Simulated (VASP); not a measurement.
Input of a VASP 6.6.1 run:

INCAR

```
SYSTEM = Ni
ALGO = Normal
EDIFF = 1E-6
ENCUT = 520
GGA = PS
ISIF = 2
ISMEAR = -1
LASPH = .True.
LCHARG = .False.
LREAL = .False.
LWAVE = .False.
NBANDS = 22
NELM = 80
PREC = Accurate
SIGMA = 0.1
```

KPOINTS

```
k-points
0
Gamma
  10 10 15
  0 0 0
```

Contents of POSCAR:

```
Ni
1.0
    3.8230169518      0.0000000000      0.0000000000
   -1.9115084759      3.3108297993      0.0000000000
    0.0000000000      0.0000000000      2.2992450910
Ni
3
Direct
    1.0000000000      1.0000000000      0.0000000000
    0.3333333333      0.6666666667      0.5000000000
    0.6666666667      0.3333333333      0.5000000000
```

Potentials or basis: VASP PAW PBE potentials, release 64 (Ni).

The run is started by

```bash
$ cat potpaw_PBE.64/Ni/POTCAR > POTCAR
$ mpirun -np 1 vasp_std > vasp.out
```

Predict the pressure.

22.3 GPa.

Estimate the band gap on the k mesh.

zero (band 15 reaches 11.26 eV, above the bottom of band 16 at 10.59 eV).

Stress tensor (GPa, compression positive):
```
22.72  0.00  0.00
 0.00 22.72  0.00
 0.00  0.00 21.56
```

Caveat: the PAW data sets were made with another functional, which shifts forces and pressure a little; the run has no spin polarisation, though such a crystal can be magnetic. Spin polarisation is off, so any magnetic state and its effect on volume and gap are missing.
